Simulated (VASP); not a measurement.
# Mn (Fd-3m) in VASP: single point with PBE

Aim: the single point of Mn with PBE.

All numbers are computed with VASP 6.6.1; they aren't measurements. Logs are shortened: lines on timing, memory, paths and dates and some standing lists are left out, and cuts for length are marked.

**1. The cell of the first run**

Symmetry: Fd-3m, No. 227, cubic system. The conventional cell has a = 3.649 Å, b = 3.649 Å, c = 3.649 Å, α = 90.00°, β = 90.00°, γ = 90.00°. Within 2.1 Å of Mn (site symmetry -43m) lie 4 Mn at 1.58 Å.

This isn't the form of Mn at room conditions, which is a 58-atom cubic cell.

**2. Single point, PBE, collinear spin, ferromagnetic start (6.07 Å³/atom)**

File POSCAR:

```
Mn
1.0
    0.0000000000      1.8244452837      1.8244452837
    1.8244452837      0.0000000000      1.8244452837
    1.8244452837      1.8244452837      0.0000000000
Mn
2
Direct
   -0.1250000000     -0.1250000000     -0.1250000000
    0.1250000000      0.1250000000      0.1250000000
```

File INCAR.step1:

```
  PREC = Accurate
  ENCUT = 510
  EDIFF = 1E-6
  ISMEAR = -1
  SIGMA = 0.1
  LREAL = False
  LASPH = True
  NELM = 200
  ALGO = Normal
  ISIF = 2
  LWAVE = False
  LCHARG = True
  ISPIN = 2
  MAGMOM = 3 3
  LMAXMIX = 4
  GGA = PE
  NBANDS = 26
  GGA_COMPAT = False
  NEDOS = 2001
  LORBIT = 11
```

File KPOINTS.step1:

```
regular mesh
0
Gamma
  14 14 14
```

File INCAR.step2:

```
  PREC = Accurate
  ENCUT = 510
  EDIFF = 1E-6
  ISMEAR = -5
  SIGMA = 0.1
  LREAL = False
  LASPH = True
  NELM = 200
  ALGO = Normal
  ISIF = 2
  LWAVE = False
  LCHARG = False
  ISPIN = 2
  MAGMOM = 3 3
  LORBIT = 11
  LMAXMIX = 4
  GGA = PE
  NBANDS = 26
  NEDOS = 1001
  ICHARG = 11
  GGA_COMPAT = False
```

File KPOINTS.step2:

```
regular mesh
0
Gamma
  21 21 21
```

Potentials or basis: VASP PAW PBE potentials, release 64 (Mn_sv).

The run is started by

```bash
$ cat potpaw_PBE.64/Mn_sv/POTCAR > POTCAR
$ cp INCAR.step1 INCAR
$ cp KPOINTS.step1 KPOINTS
$ mpirun -np 1 vasp_std > vasp.out
$ cp INCAR.step2 INCAR
$ cp KPOINTS.step2 KPOINTS
$ mpirun -np 1 vasp_std > vasp.out
```

OUTCAR:

```text
PREC = Accurate
   ENCUT = 510
   EDIFF = 1E-6
   ISMEAR = -5
   LREAL = False
   LASPH = True
   NELM = 200
   ISIF = 2
   ISPIN = 2
   LORBIT = 11
   GGA = PE
   ICHARG = 11

 ion  position               nearest neighbor table
   1  0.875  0.875  0.875-   2 1.58   2 1.58   2 1.58   2 1.58
   2  0.125  0.125  0.125-   1 1.58   1 1.58   1 1.58   1 1.58

  LATTYP: Found a face centered cubic cell.
 ALAT       =     3.6488905674

  Lattice vectors:

 A1 = (   0.0000000000,   1.8244452837,   1.8244452837)
 A2 = (   1.8244452837,   0.0000000000,   1.8244452837)
 A3 = (   1.8244452837,   1.8244452837,   0.0000000000)

Analysis of symmetry for initial positions (statically):
=====================================================================
 Subroutine PRICEL returns:
 Original cell was already a primitive cell.

 Routine SETGRP: Setting up the symmetry group for a
 face centered cubic supercell.

 Subroutine GETGRP returns: Found 48 space group operations
 (whereof 12 operations were pure point group operations)
 out of a pool of 48 trial point group operations.

The static configuration has the point symmetry D_3d.
 The point group associated with its full space group is O_h .

Analysis of symmetry for dynamics (positions and initial velocities):
=====================================================================
 Subroutine PRICEL returns:
 Original cell was already a primitive cell.

 Routine SETGRP: Setting up the symmetry group for a
 face centered cubic supercell.

 Subroutine GETGRP returns: Found 48 space group operations
 (whereof 12 operations were pure point group operations)
 out of a pool of 48 trial point group operations.

The dynamic configuration has the point symmetry D_3d.
 The point group associated with its full space group is O_h .

Analysis of structural, dynamic, and magnetic symmetry:
=====================================================================
 Subroutine PRICEL returns:
 Original cell was already a primitive cell.

 Routine SETGRP: Setting up the symmetry group for a
 face centered cubic supercell.

 Subroutine GETGRP returns: Found 48 space group operations
 (whereof 12 operations were pure point group operations)
 out of a pool of 48 trial point group operations.

The overall configuration has the point symmetry D_3d.
 The point group associated with its full space group is O_h .

 Subroutine INISYM returns: Found 48 space group operations
 (whereof 12 operations are pure point group operations),
 and found     1 'primitive' translations

----------------------------------------------------------------------------------------

                                     Primitive cell

  volume of cell :      12.1457

  direct lattice vectors                    reciprocal lattice vectors
     0.000000000  1.824445284  1.824445284    -0.274055903  0.274055903  0.274055903
     1.824445284  0.000000000  1.824445284     0.274055903 -0.274055903  0.274055903
     1.824445284  1.824445284  0.000000000     0.274055903  0.274055903 -0.274055903

  length of vectors
     2.580155264  2.580155264  2.580155264     0.474678748  0.474678748  0.474678748

  position of ions in fractional coordinates (direct lattice)
     0.875000000  0.875000000  0.875000000
     0.125000000  0.125000000  0.125000000

  ion indices of the primitive-cell ions
   primitive index   ion index
                 1           1
                 2           2

----------------------------------------------------------------------------------------

 KPOINTS: regular mesh

Automatic generation of k-mesh.
 Grid dimensions read from file:
 generate k-points for:   21   21   21

 Generating k-lattice:

  Cartesian coordinates                     Fractional coordinates (reciprocal lattice)
    -0.013050281  0.013050281  0.013050281     0.047619048  0.000000000  0.000000000
     0.013050281 -0.013050281  0.013050281     0.000000000  0.047619048  0.000000000
     0.013050281  0.013050281 -0.013050281     0.000000000  0.000000000  0.047619048

  Length of vectors
     0.022603750  0.022603750  0.022603750

  Shift w.r.t. Gamma in fractional coordinates (k-lattice)
     0.000000000  0.000000000  0.000000000

 TETIRR: Found   1276 inequivalent tetrahedra from    55566

 Subroutine IBZKPT returns following result:
 ===========================================

 Found    286 irreducible k-points:

 Following reciprocal coordinates:
            Coordinates               Weight
  0.000000  0.000000  0.000000      1.000000
  0.047619  0.000000  0.000000      8.000000
  0.095238  0.000000  0.000000      8.000000
  0.142857  0.000000  0.000000      8.000000
  0.190476  0.000000  0.000000      8.000000
  0.238095  0.000000  0.000000      8.000000
[... 16 lines left out ...]
 -0.428571  0.047619  0.000000     24.000000
 -0.380952  0.047619  0.000000     24.000000
 [... further k-points ...]
   k-points           NKPTS =    286   k-points in BZ     NKDIM =    286   number of bands    NBANDS=     26
   number of dos      NEDOS =   1001   number of ions     NIONS =      2
   total plane-waves  NPLWV =   8000
   dimension x,y,z NGX =    20 NGY =   20 NGZ =   20
   dimension x,y,z NGXF=    40 NGYF=   40 NGZF=   40
   ions per type =               2
   NGX,Y,Z   is equivalent  to a cutoff of  12.89, 12.89, 12.89 a.u.
   NGXF,Y,Z  is equivalent  to a cutoff of  25.77, 25.77, 25.77 a.u.
 SYSTEM =  unknown system
   PREC   = accura    normal or accurate (medium, high low for compatibility)
   ISTART =      0    job   : 0-new  1-cont  2-samecut
   ICHARG =     11    charge: 1-file 2-atom 10-const
   ISPIN  =      2    spin polarized calculation?
   LNONCOLLINEAR =      F non collinear calculations
   LSORBIT =      F    spin-orbit coupling
   LASPH  =      T    aspherical Exc in radial PAW
   ENCUT  =  510.0 eV  37.48 Ry    6.12 a.u.   4.75  4.75  4.75*2*pi/ulx,y,z
   NELM   =    200;   NELMIN=  2; NELMDL=  0     # of ELM steps
   EDIFF  = 0.1E-05   stopping-criterion for ELM
   LREAL  =      F    real-space projection
   EDIFFG = 0.1E-04   stopping-criterion for IOM
   NSW    =      0    number of steps for IOM
   IBRION =     -1    ionic relax: 0-MD 1-quasi-New 2-CG
   NFREE  =      0    steps in history (QN), initial steepest desc. (CG)
   ISIF   =      2    stress and relaxation
   ISYM   =      2    0-nonsym 1-usesym 2-fastsym
   POTIM  = 0.5000    time-step for ionic-motion
   TEBEG  =    0.0;   TEEND  =   0.0 temperature during run
   PSTRESS=    0.0 pullay stress
   NELECT =      30.0000    total number of electrons
   NUPDOWN=      -1.0000    fix difference up-down
   EMIN   =  10.00;   EMAX   =-10.00  energy-range for DOS
   EFERMI =   0.00;   METHOD = LEGACY
   ISMEAR =    -5;   SIGMA  =   0.10  broadening in eV -4-tet -1-fermi 0-gaus
   EFERMI_NEDOS =   21; number of points for ismear=-14 and -15
   IALGO  =     38    algorithm
   IMIX   =      4    mixing-type and parameters
     AMIX     =   0.40;   BMIX     =  1.00
     AMIX_MAG =   1.60;   BMIX_MAG =  1.00
  volume/ion in A,a.u.               =       6.07        40.98
  Fermi-wavevector in a.u.,A,eV,Ry     =   2.212964  4.181896 66.630601  4.897211
  Thomas-Fermi vector in A             =   3.172058
   LORBIT       =     11    0 simple, 1 ext, 2 COOP (PROOUT), +10 PAW based schemes
   GGA     = PE    functional components
   LHFCALC =     F    Hartree Fock is set to
   AEXX    =    0.0000 exact exchange contribution
   IVDW    =     0    specifies the selected vdW correction
   LEPSILON=     F    determine dielectric tensor
   LRPA    =     F    only Hartree local field effects (RPA)
 spin polarized calculation
 Fermi weights with tetrahedron method with Bloechl corrections
  energy-cutoff  :      510.00
  volume of cell :       12.15
 maximum number of plane-waves:       331

 number of electron      30.0000005 magnetization      -0.0000067

 Free energy of the ion-electron system (eV)
  ---------------------------------------------------
  ext. energy  EPLUGINS =         0.00000000
  ---------------------------------------------------
  free energy    TOTEN  =         7.28880157 eV

  energy without entropy =        7.28880157  energy(sigma->0) =        7.28880157

 E-fermi :  27.9838     XC(G=0): -17.5031

 val. band max:       28.0397709418   @ k =  -0.3810   0.1429   0.0000
 cond. band min:      27.9363067281   @ k =  -0.3810   0.2857   0.0952
 fundamental gap:     -0.1034642137
 Fermi energy:        27.9838259531

 spin component 1

 k-point     1 :       0.0000    0.0000    0.0000
  band No.  band energies     occupation
      1     -56.9582      1.00000
      2     -49.6704      1.00000
      3     -25.3196      1.00000
      4     -25.3196      1.00000
      5     -25.3196      1.00000
      6     -20.0208      1.00000
[... 18 lines left out ...]
     25      57.1619      0.00000
     26      57.1619      0.00000
[... 644 lines left out ...]
      4     -26.0729      1.00000
      5     -25.3148      1.00000
      6     -19.2448      1.00000
[... 18 lines left out ...]
     25      55.1655      0.00000
     26      63.4501      0.00000

 [... further k-points ...]

 spin component 2

 k-point     1 :       0.0000    0.0000    0.0000
  band No.  band energies     occupation
      1     -56.9582      1.00000
      2     -49.6704      1.00000
      3     -25.3196      1.00000
      4     -25.3196      1.00000
      5     -25.3196      1.00000
      6     -20.0208      1.00000
[... 18 lines left out ...]
     25      57.1619      0.00000
     26      57.1619      0.00000
[... 644 lines left out ...]
      4     -26.0729      1.00000
      5     -25.3148      1.00000
      6     -19.2448      1.00000
[... 18 lines left out ...]
     25      55.1655      0.00000
     26      63.4439      0.00000

 [... further k-points ...]
[... 5 lines left out ...]
  --------------------------------------------------------------------------------------
  -------------------------------------------------------------------------------------
  Total       68.2657694     68.2657694     68.2657694     -0.0000000     -0.0000000      0.0000000
  in kB     9005.1519805   9005.1519805   9005.1519805     -0.0000000     -0.0000000      0.0000000
  external PRESSURE =    9005.1519805 kB  Pullay stress =       0.0000000 kB

 VOLUME and BASIS-vectors are now :
 -----------------------------------------------------------------------------
  energy-cutoff  :      510.00
  volume of cell :       12.15
      direct lattice vectors                 reciprocal lattice vectors
     0.000000000  1.824445284  1.824445284    -0.274055903  0.274055903  0.274055903
     1.824445284  0.000000000  1.824445284     0.274055903 -0.274055903  0.274055903
     1.824445284  1.824445284  0.000000000     0.274055903  0.274055903 -0.274055903

 POSITION                                       TOTAL-FORCE (eV/Angst)
 -----------------------------------------------------------------------------------
      3.19278      3.19278      3.19278         0.000000     -0.000000     -0.000000
      0.45611      0.45611      0.45611        -0.000000      0.000000      0.000000
 -----------------------------------------------------------------------------------
    total drift:                                0.000000      0.000000     -0.000000

  FREE ENERGIE OF THE ION-ELECTRON SYSTEM (eV)
  ---------------------------------------------------
  free  energy   TOTEN  =         7.2888015730 eV

  energy  without entropy=        7.2888015730  energy(sigma->0) =        7.28880157

 total charge

# of ion       s       p       d       tot
------------------------------------------
    1        2.444   6.250   6.421  15.115
    2        2.444   6.250   6.421  15.115
--------------------------------------------------
tot          4.888  12.501  12.842  30.231

 magnetization (x)

# of ion       s       p       d       tot
------------------------------------------
    1        0.000  -0.000  -0.000   0.000
    2        0.000  -0.000  -0.000   0.000
--------------------------------------------------
tot          0.000  -0.000  -0.000   0.000
```

It took 3.9 min on 1 thread of Intel Xeon Platinum 8259CL at 2.50GHz (Skylake/Cascade Lake), shared host; peak memory 0.23 GiB.

What came out:

```yaml
Net_moment: 0.00 μB per cell
```

Caveat: atoms lie so close that the PAW spheres overlap strongly, which falsifies energies and pressures; the moments typed at the start vanished in this run.
